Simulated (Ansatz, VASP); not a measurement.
**PtS2 in VASP and in Ansatz**

```xyz
3
Lattice="3.8738 0.0000 0.0000 -1.9369 3.3548 0.0000 0.0000 0.0000 6.4242" Properties=species:S:1:pos:R:3 pbc="T T T"
Pt    0.0000    0.0000    0.0000
S     0.0000    2.2365    1.0681
S     1.9369    1.1183    5.3561
```

Alike in both runs: functional PBE; k mesh 12 × 12 × 6; occupations gaussian, width 0.05 eV; no spin polarisation.

Ansatz relaxed the structure, and its values are those at the end. VASP's run is a single point on that final structure, the one shown.

|  | VASP | Ansatz |
| --- | --- | --- |
| version | VASP 6.6.1 | Ansatz 0.2.0 |
| potentials or method | VASP PAW PBE potentials, release 64 (Pt_sv_GW, S), cutoff 570 eV | scalar-relativistic, plane waves, PAW |
| valence electrons in the cell | 30 | 30 |

```csv
,VASP,Ansatz,Ansatz less VASP
gap on the k mesh at the Fermi level (eV),0.96,0.96,-0.005
least direct gap on the mesh (eV),0.98,0.98,-0.003
pressure (GPa),-7.6,-7.2,+0.42
rms of the force components (eV/Å),0.006,0.001,-0.0050
```

The functional is the same, so the differences come from potentials, cutoffs and numerics. Ansatz's warnings: stress scf threshold loose.

Neither program's run includes spin-orbit coupling.
